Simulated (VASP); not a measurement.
The system is AlN.

```xyz
2
Lattice="0.0000 2.0345 2.0345 2.0345 0.0000 2.0345 2.0345 2.0345 0.0000" Properties=species:S:1:pos:R:3 pbc="T T T"
Al    2.0345    2.0345    2.0345
N     0.0000    0.0000    0.0000
```

```yaml
Program: VASP 6.6.1
Task: relaxation of cell and atoms
Functional: PBEsol
Potentials_or_basis: VASP PAW PBE potentials, release 64 (Al, N)
Cutoff: 600 eV
k_mesh: 10 × 10 × 10
Occupations: gaussian, width 0.02 eV
Spin: no spin polarisation
```

At the start: pressure -4.7 GPa; volume 8.42 Å³/atom.

Q: Where does the relaxation end?

A: Over 3 steps the energy falls by 2.3 meV/atom and the volume is 8.27 Å³/atom (-1.8 %); space group Fm-3m (No. 225, to 0.1 Å) before and after.

The path:
```
step  energy change (eV)  largest force (eV/Å)  pressure (GPa)  volume (Å³)
   1              0.0000                0.0000           -4.72        16.84
   2             -0.0004                0.0000            4.78        16.25
   3             -0.0047                0.0000           -0.01        16.53
```

Final structure:
```
Al N
1.0
     0.00000    2.02196    2.02196
     2.02196    0.00000    2.02196
     2.02196    2.02196    0.00000
Al N
1 1
Direct
  0.50000 0.50000 0.50000
  0.00000 0.00000 0.00000
```

Caveat: the PAW data sets were made with another functional, which shifts forces and pressure a little.
